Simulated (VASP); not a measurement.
# In3Sb (Pm-3m) in VASP: single point with LDA

Aim: the single point of In3Sb with LDA.

Program: VASP 6.6.1. These are calculated values, not measurements. Logs are shortened: lines on timing, memory, paths and dates and some standing lists are left out, and cuts for length are marked.

### 1 The cell of the first run

It takes space group Pm-3m (No. 221, cubic). Conventional cell: a = 4.837 Å, b = 4.837 Å, c = 4.837 Å, α = 90.00°, β = 90.00°, γ = 90.00°. In (site symmetry 4/mmm) has 8 In at 3.42 Å and 4 Sb at 3.42 Å within 4.5 Å. Sb (site symmetry m-3m) has 12 In at 3.42 Å within 4.5 Å.

### 2 Single point, LDA

Contents of INCAR:

```
SYSTEM = In3Sb
PREC = Accurate
ENCUT = 500
EDIFF = 1E-6
ISMEAR = -1
SIGMA = 0.1
LREAL = .FALSE.
LASPH = .TRUE.
NELM = 120
ALGO = Normal
ISIF = 2
LWAVE = .FALSE.
LCHARG = .FALSE.
GGA = CA
NBANDS = 30
GGA_COMPAT = .FALSE.
```

Contents of KPOINTS:

```
Automatic mesh
0
G
  2 2 2
  0 0 0
```

Contents of POSCAR:

```
In3Sb
1.0
    4.8369620000      0.0000000000      0.0000000000
    0.0000000000      4.8369620000      0.0000000000
    0.0000000000      0.0000000000      4.8369620000
In Sb
3 1
Direct
    0.5000000000      0.5000000000      0.0000000000
    0.5000000000      0.0000000000      0.5000000000
    0.0000000000      0.5000000000      0.5000000000
    0.0000000000      0.0000000000      0.0000000000
```

Potentials or basis: VASP PAW LDA potentials, release 64 (In_d, Sb).

Launch:

```console
cat potpaw_LDA.64/In_d/POTCAR potpaw_LDA.64/Sb/POTCAR > POTCAR
mpirun -np 1 vasp_std > vasp.out
```

OUTCAR:

```text
SYSTEM = In3Sb
   PREC = Accurate
   ENCUT = 500
   EDIFF = 1E-6
   ISMEAR = -1
   LREAL = .FALSE.
   LASPH = .TRUE.
   NELM = 120
   ISIF = 2
   GGA = CA

 ion  position               nearest neighbor table
   1  0.500  0.500  0.000-   2 3.42   3 3.42   4 3.42   2 3.42   3 3.42   2 3.42   4 3.42   2 3.42
                             3 3.42   4 3.42   3 3.42   4 3.42
   2  0.500  0.000  0.500-   1 3.42   3 3.42   4 3.42   1 3.42   4 3.42   1 3.42   3 3.42   1 3.42
                             3 3.42   4 3.42   4 3.42   3 3.42
   3  0.000  0.500  0.500-   1 3.42   2 3.42   4 3.42   1 3.42   4 3.42   2 3.42   4 3.42   4 3.42
                             1 3.42   2 3.42   1 3.42   2 3.42
   4  0.000  0.000  0.000-   1 3.42   2 3.42   3 3.42   2 3.42   3 3.42   1 3.42   3 3.42   3 3.42
                             1 3.42   2 3.42   2 3.42   1 3.42

  LATTYP: Found a simple cubic cell.
 ALAT       =     4.8369620000

  Lattice vectors:

 A1 = (   4.8369620000,   0.0000000000,   0.0000000000)
 A2 = (   0.0000000000,   4.8369620000,   0.0000000000)
 A3 = (   0.0000000000,   0.0000000000,   4.8369620000)

Analysis of symmetry for initial positions (statically):
=====================================================================
 Subroutine PRICEL returns:
 Original cell was already a primitive cell.

 Routine SETGRP: Setting up the symmetry group for a
 simple cubic supercell.

 Subroutine GETGRP returns: Found 48 space group operations
 (whereof 48 operations were pure point group operations)
 out of a pool of 48 trial point group operations.

The static configuration has the point symmetry O_h .

Analysis of symmetry for dynamics (positions and initial velocities):
=====================================================================
 Subroutine PRICEL returns:
 Original cell was already a primitive cell.

 Routine SETGRP: Setting up the symmetry group for a
 simple cubic supercell.

 Subroutine GETGRP returns: Found 48 space group operations
 (whereof 48 operations were pure point group operations)
 out of a pool of 48 trial point group operations.

The dynamic configuration has the point symmetry O_h .

 Subroutine INISYM returns: Found 48 space group operations
 (whereof 48 operations are pure point group operations),
 and found     1 'primitive' translations

----------------------------------------------------------------------------------------

                                     Primitive cell

  volume of cell :     113.1665

  direct lattice vectors                    reciprocal lattice vectors
     4.836962000  0.000000000  0.000000000     0.206741339  0.000000000  0.000000000
     0.000000000  4.836962000  0.000000000     0.000000000  0.206741339  0.000000000
     0.000000000  0.000000000  4.836962000     0.000000000  0.000000000  0.206741339

  length of vectors
     4.836962000  4.836962000  4.836962000     0.206741339  0.206741339  0.206741339

  position of ions in fractional coordinates (direct lattice)
     0.500000000  0.500000000  0.000000000
     0.500000000  0.000000000  0.500000000
     0.000000000  0.500000000  0.500000000
     0.000000000  0.000000000  0.000000000

  ion indices of the primitive-cell ions
   primitive index   ion index
                 1           1
                 2           2
                 3           3
                 4           4

----------------------------------------------------------------------------------------

 KPOINTS: Automatic mesh

Automatic generation of k-mesh.
 Grid dimensions read from file:
 generate k-points for:    2    2    2

 Generating k-lattice:

  Cartesian coordinates                     Fractional coordinates (reciprocal lattice)
     0.103370669  0.000000000  0.000000000     0.500000000  0.000000000  0.000000000
     0.000000000  0.103370669  0.000000000     0.000000000  0.500000000  0.000000000
     0.000000000  0.000000000  0.103370669     0.000000000  0.000000000  0.500000000

  Length of vectors
     0.103370669  0.103370669  0.103370669

  Shift w.r.t. Gamma in fractional coordinates (k-lattice)
     0.000000000  0.000000000  0.000000000

 Subroutine IBZKPT returns following result:
 ===========================================

 Found      4 irreducible k-points:

 Following reciprocal coordinates:
            Coordinates               Weight
  0.000000  0.000000  0.000000      1.000000
  0.500000  0.000000  0.000000      3.000000
  0.500000  0.500000  0.000000      3.000000
  0.500000  0.500000  0.500000      1.000000
   k-points           NKPTS =      4   k-points in BZ     NKDIM =      4   number of bands    NBANDS=     30
   number of dos      NEDOS =    301   number of ions     NIONS =      4
   total plane-waves  NPLWV =  46656
   dimension x,y,z NGX =    36 NGY =   36 NGZ =   36
   dimension x,y,z NGXF=    72 NGYF=   72 NGZF=   72
   ions per type =               3   1
   NGX,Y,Z   is equivalent  to a cutoff of  12.37, 12.37, 12.37 a.u.
   NGXF,Y,Z  is equivalent  to a cutoff of  24.75, 24.75, 24.75 a.u.
 SYSTEM =  In3Sb
   PREC   = accura    normal or accurate (medium, high low for compatibility)
   ISTART =      0    job   : 0-new  1-cont  2-samecut
   ICHARG =      2    charge: 1-file 2-atom 10-const
   ISPIN  =      1    spin polarized calculation?
   LNONCOLLINEAR =      F non collinear calculations
   LSORBIT =      F    spin-orbit coupling
   LASPH  =      T    aspherical Exc in radial PAW
   ENCUT  =  500.0 eV  36.75 Ry    6.06 a.u.   8.82  8.82  8.82*2*pi/ulx,y,z
   NELM   =    120;   NELMIN=  2; NELMDL= -5     # of ELM steps
   EDIFF  = 0.1E-05   stopping-criterion for ELM
   LREAL  =      F    real-space projection
   EDIFFG = 0.1E-04   stopping-criterion for IOM
   NSW    =      0    number of steps for IOM
   IBRION =     -1    ionic relax: 0-MD 1-quasi-New 2-CG
   NFREE  =      0    steps in history (QN), initial steepest desc. (CG)
   ISIF   =      2    stress and relaxation
   ISYM   =      2    0-nonsym 1-usesym 2-fastsym
   POTIM  = 0.5000    time-step for ionic-motion
   TEBEG  =    0.0;   TEEND  =   0.0 temperature during run
   PSTRESS=    0.0 pullay stress
   NELECT =      44.0000    total number of electrons
   NUPDOWN=      -1.0000    fix difference up-down
   EMIN   =  10.00;   EMAX   =-10.00  energy-range for DOS
   EFERMI =   0.00;   METHOD = LEGACY
   ISMEAR =    -1;   SIGMA  =   0.10  broadening in eV -4-tet -1-fermi 0-gaus
   EFERMI_NEDOS =   21; number of points for ismear=-14 and -15
   IALGO  =     38    algorithm
   IMIX   =      4    mixing-type and parameters
     AMIX     =   0.40;   BMIX     =  1.00
     AMIX_MAG =   1.60;   BMIX_MAG =  1.00
  volume/ion in A,a.u.               =      28.29       190.92
  Fermi-wavevector in a.u.,A,eV,Ry     =   1.194867  2.257972 19.425148  1.427708
  Thomas-Fermi vector in A             =   2.330847
   LORBIT       =      0    0 simple, 1 ext, 2 COOP (PROOUT), +10 PAW based schemes
   GGA     = CA    functional components
   LHFCALC =     F    Hartree Fock is set to
   AEXX    =    0.0000 exact exchange contribution
   IVDW    =     0    specifies the selected vdW correction
   LEPSILON=     F    determine dielectric tensor
   LRPA    =     F    only Hartree local field effects (RPA)
 non-spin polarized calculation
  energy-cutoff  :      500.00
  volume of cell :      113.17
 maximum number of plane-waves:      2897
 NGX is ok and might be reduce to    36
   NGX = 17   NGY = 17   NGZ = 17

 number of electron      43.9999994 magnetization

 Free energy of the ion-electron system (eV)
  ---------------------------------------------------
  ext. energy  EPLUGINS =         0.00000000
  ---------------------------------------------------
  free energy    TOTEN  =       -12.87454215 eV

  energy without entropy =      -12.70439107  energy(sigma->0) =      -12.78946661

 E-fermi :   6.6235     XC(G=0): -10.1514

 val. band max:        6.5311752567   @ k =   0.5000   0.5000   0.0000
 cond. band min:       6.8309585019   @ k =   0.5000   0.0000   0.0000
 fundamental gap:      0.2997832453
 Fermi energy:         6.6234845532

 k-point     1 :       0.0000    0.0000    0.0000
  band No.  band energies     occupation
      1      -7.9783      2.00000
      2      -7.9597      2.00000
      3      -7.9597      2.00000
      4      -7.9597      2.00000
      5      -7.8191      2.00000
      6      -7.8191      2.00000
      7      -7.7020      2.00000
      8      -7.7020      2.00000
      9      -7.7020      2.00000
     10      -7.6766      2.00000
     11      -7.6766      2.00000
     12      -7.5711      2.00000
     13      -7.5539      2.00000
     14      -7.5539      2.00000
     15      -7.5539      2.00000
     16      -3.7606      2.00000
     17       1.2283      2.00000
     18       3.8551      2.00000
     19       3.8551      2.00000
     20       3.8551      2.00000
     21       4.1984      2.00000
     22       4.1984      2.00000
     23       8.8673      0.00000
     24       8.8673      0.00000
     25       8.8673      0.00000
     26      10.4239      0.00000
     27      10.4239      0.00000
     28      10.4239      0.00000
     29      12.7071      0.00000
     30      13.1248      0.00000

 k-point     2 :       0.5000    0.0000    0.0000
  band No.  band energies     occupation
      1      -7.9434      2.00000
      2      -7.8744      2.00000
      3      -7.8004      2.00000
      4      -7.7947      2.00000
      5      -7.7947      2.00000
      6      -7.7686      2.00000
      7      -7.7589      2.00000
      8      -7.7589      2.00000
      9      -7.7336      2.00000
     10      -7.7183      2.00000
     11      -7.6922      2.00000
     12      -7.6922      2.00000
     13      -7.6785      2.00000
     14      -7.6426      2.00000
     15      -7.5539      2.00000
     16      -2.9463      2.00000
     17      -0.8863      2.00000
     18       2.6549      2.00000
     19       4.7139      2.00000
     20       5.1499      2.00000
     21       5.1499      2.00000
     22       6.4428      1.71790
     23       6.4428      1.71790
     24       6.8310      0.22315
     25       7.7761      0.00002
     26      10.9271      0.00000
     27      11.0770      0.00000
     28      11.0770      0.00000
     29      11.3132      0.00000
     30      12.2208      0.00000

 k-point     3 :       0.5000    0.5000    0.0000
  band No.  band energies     occupation
      1      -7.8570      2.00000
      2      -7.8570      2.00000
      3      -7.8180      2.00000
      4      -7.7899      2.00000
      5      -7.7699      2.00000
      6      -7.7582      2.00000
      7      -7.7582      2.00000
      8      -7.7488      2.00000
      9      -7.7457      2.00000
     10      -7.7457      2.00000
     11      -7.7128      2.00000
     12      -7.6976      2.00000
     13      -7.6642      2.00000
     14      -7.6489      2.00000
     15      -7.6489      2.00000
     16      -2.3414      2.00000
     17       0.7324      2.00000
     18       0.7324      2.00000
     19       0.9309      2.00000
     20       6.1057      1.98878
     21       6.5312      1.43134
     22       6.8925      0.12712
     23       6.8925      0.12712
     24       7.9160      0.00000
     25       8.2011      0.00000
     26       8.2011      0.00000
     27       8.4299      0.00000
     28      12.3568      0.00000
     29      12.3568      0.00000
     30      13.5603      0.00000

 k-point     4 :       0.5000    0.5000    0.5000
  band No.  band energies     occupation
      1      -7.9011      2.00000
      2      -7.8794      2.00000
      3      -7.8794      2.00000
      4      -7.8794      2.00000
      5      -7.8334      2.00000
      6      -7.8334      2.00000
      7      -7.8334      2.00000
      8      -7.7090      2.00000
      9      -7.7090      2.00000
     10      -7.7090      2.00000
     11      -7.6658      2.00000
     12      -7.6658      2.00000
     13      -7.5752      2.00000
     14      -7.5752      2.00000
     15      -7.5752      2.00000
     16      -1.8498      2.00000
     17       2.1767      2.00000
     18       2.1767      2.00000
     19       2.1767      2.00000
     20       2.7657      2.00000
     21       2.7657      2.00000
     22       2.7657      2.00000
     23       3.5286      2.00000
     24      11.8150      0.00000
     25      11.8150      0.00000
     26      11.8150      0.00000
     27      14.3536      0.00000
     28      14.3536      0.00000
     29      14.3631      0.00000
     30      14.3639      0.00000

------------------------ aborting loop because EDIFF is reached ----------------------------------------

  FORCE on cell =-STRESS in cart. coord.  units (eV):
  Direction    XX          YY          ZZ          XY          YZ          ZX
  --------------------------------------------------------------------------------------
  -------------------------------------------------------------------------------------
  Total       -2.5422655     -2.5422655     -2.5422655     -0.0000000      0.0000000      0.0000000
  in kB      -35.9926193    -35.9926193    -35.9926193     -0.0000000      0.0000000      0.0000000
  external PRESSURE =     -35.9926193 kB  Pullay stress =       0.0000000 kB

 VOLUME and BASIS-vectors are now :
 -----------------------------------------------------------------------------
  energy-cutoff  :      500.00
  volume of cell :      113.17
      direct lattice vectors                 reciprocal lattice vectors
     4.836962000  0.000000000  0.000000000     0.206741339  0.000000000  0.000000000
     0.000000000  4.836962000  0.000000000     0.000000000  0.206741339  0.000000000
     0.000000000  0.000000000  4.836962000     0.000000000  0.000000000  0.206741339

 POSITION                                       TOTAL-FORCE (eV/Angst)
 -----------------------------------------------------------------------------------
      2.41848      2.41848      0.00000         0.000000      0.000000      0.000000
      2.41848      0.00000      2.41848         0.000000      0.000000      0.000000
      0.00000      2.41848      2.41848         0.000000      0.000000      0.000000
      0.00000      0.00000      0.00000         0.000000      0.000000      0.000000
 -----------------------------------------------------------------------------------
    total drift:                                0.000000      0.000000      0.000000

  FREE ENERGIE OF THE ION-ELECTRON SYSTEM (eV)
  ---------------------------------------------------
  free  energy   TOTEN  =       -12.8745421489 eV

  energy  without entropy=      -12.7043910666  energy(sigma->0) =      -12.78946661
```

Wall time 8.7 s (1 thread of AMD EPYC 7R13 (Zen 3), shared host); peak memory 0.14 GiB.

Results:

```
Free energy            : -12.8745 eV
Pressure               : -3.6 GPa
Band gap on the k mesh : zero (band 22 reaches 6.89 eV, above the bottom of band 23 at 3.53 eV)
```

Caveat: the k points lie up to 0.65 Å⁻¹ apart; spin-orbit coupling is left out, which moves the levels of the heavy elements.
